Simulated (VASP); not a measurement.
Crystal: Ga3B.

```
Ga B
1.0
     3.94552    0.00000    0.00000
     0.00000    3.94552    0.00000
     0.00000    0.00000    3.94552
Ga B
3 1
Direct
  0.50000 0.00000 0.00000
  0.00000 0.50000 0.00000
  0.00000 0.00000 0.50000
  0.00000 0.00000 0.00000
```

The cell was built from a structure type or drawn by symmetry, and may not be a known phase.

| Item | Value |
| --- | --- |
| Program | VASP 6.6.1 |
| Task | relaxation of cell and atoms |
| Functional | PBE |
| Potentials or basis | VASP PAW PBE potentials, release 64 (Ga_d, B) |
| Cutoff | 600 eV |
| k mesh | 4 × 4 × 4 |
| Occupations | gaussian, width 0.1 eV |
| Spin | no spin polarisation |

At the start: pressure 28.9 GPa; volume 15.36 Å³/atom.

Problem. Where does the relaxation end?

Solution. Over 3 steps the energy falls by 353.8 meV/atom and the volume is 20.14 Å³/atom (+31.2 %); space group Pm-3m (No. 221, to 0.1 Å) before and after.

The path:
```csv
step,energy change (eV),largest force (eV/Å),pressure (GPa),volume (Å³)
1,0.0000,0.0000,28.91,61.42
2,-1.2585,0.0000,-5.14,89.48
3,-1.4153,0.0000,0.07,80.57
```

Final structure:
```cif
data_structure
_symmetry_space_group_name_H-M 'P 1'
_symmetry_Int_Tables_number 1
_cell_length_a 4.3190
_cell_length_b 4.3190
_cell_length_c 4.3190
_cell_angle_alpha 90.000
_cell_angle_beta 90.000
_cell_angle_gamma 90.000
_cell_volume 80.57
loop_
_atom_site_label
_atom_site_type_symbol
_atom_site_fract_x
_atom_site_fract_y
_atom_site_fract_z
_atom_site_occupancy
Ga1 Ga 0.50000 0.00000 0.00000 1
Ga2 Ga 0.00000 0.50000 0.00000 1
Ga3 Ga 0.00000 0.00000 0.50000 1
B1 B 0.00000 0.00000 0.00000 1
```

Caveat: the k points lie up to 0.36 Å⁻¹ apart in the final cell, too coarse for converged energies and pressures of a metal; the volume moved by over 15 % at a fixed basis, so the end points are rough.
